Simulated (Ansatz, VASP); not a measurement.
# One calculation of Zr2ZnN2, two programs

```
Zr Zn N
1.0
     3.37673    0.00000    0.00000
     0.00000    3.37673    0.00000
     0.00000    0.00000    6.66787
Zr Zn N
2 1 2
Direct
  0.50000 0.50000 0.29083
  0.50000 0.50000 0.70917
  0.00000 0.00000 0.00000
  0.00000 0.50000 0.50000
  0.50000 0.00000 0.50000
```

Change from the starting cell: species swapped into the CeMg2Si2 type (P4/mmm, No. 123).

Alike in both runs: task relaxation of cell and atoms; functional PBE; k mesh 6 × 6 × 4; occupations gaussian, width 0.1 eV; no spin polarisation.

```csv
,VASP,Ansatz
version,VASP 6.6.1,Ansatz 0.2.0
potentials or method,"VASP PAW PBE potentials, release 64 (Zr_sv, Zn, N), cutoff 600 eV","scalar-relativistic, plane waves, PAW"
valence electrons in the cell,46,46
```

|  | VASP | Ansatz | Ansatz less VASP |
| --- | --- | --- | --- |
| gap on the k mesh at the Fermi level, each at its own relaxed structure (eV) | none | none | - |
| relaxed volume (Å³/atom) | 15.20 | 15.15 | -0.050 |
| relaxed cell length with the largest relative difference (Å) | 3.408 | 3.403 | -0.0053 |

A gap of «none» marks a metal or a gap that the smearing closes.
